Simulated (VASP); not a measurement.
A run of VASP 6.6.1 is set up as follows.

File INCAR:

```
ALGO = Fast
EDIFF = 1E-6
EDIFFG = -0.01
ENCUT = 600
GGA = PE
IBRION = 2
ISIF = 4
ISMEAR = 0
LASPH = T
LCHARG = F
LREAL = F
LWAVE = F
NELM = 80
NSW = 50
PREC = Accurate
SIGMA = 0.1
```

The input KPOINTS:

```
k-points
0
Gamma
  18 18 18
```

The input POSCAR:

```
Ca
1.0
   -2.2877748474      2.2877748474      2.1303520183
    2.2877748474     -2.2877748474      2.1303520183
    2.2877748474      2.2877748474     -2.1303520183
Ca
1
Direct
    0.0000000000      0.0000000000      0.0000000000
```

Potentials or basis: VASP PAW PBE potentials, release 64 (Ca_sv).

Command:

```sh
$ cat potpaw_PBE.64/Ca_sv/POTCAR > POTCAR
$ mpirun -np 1 vasp_std > vasp.out
```

Task: Predict the band gap on the k mesh.

Result: Zero (bands 5 and 6 overlap by 0.47 eV).

Final structure:
```xyz
1
Lattice="-2.2878 2.2878 2.1304 2.2878 -2.2878 2.1304 2.2878 2.2878 -2.1304" Properties=species:S:1:pos:R:3 pbc="T T T"
Ca    0.0000    0.0000    0.0000
```
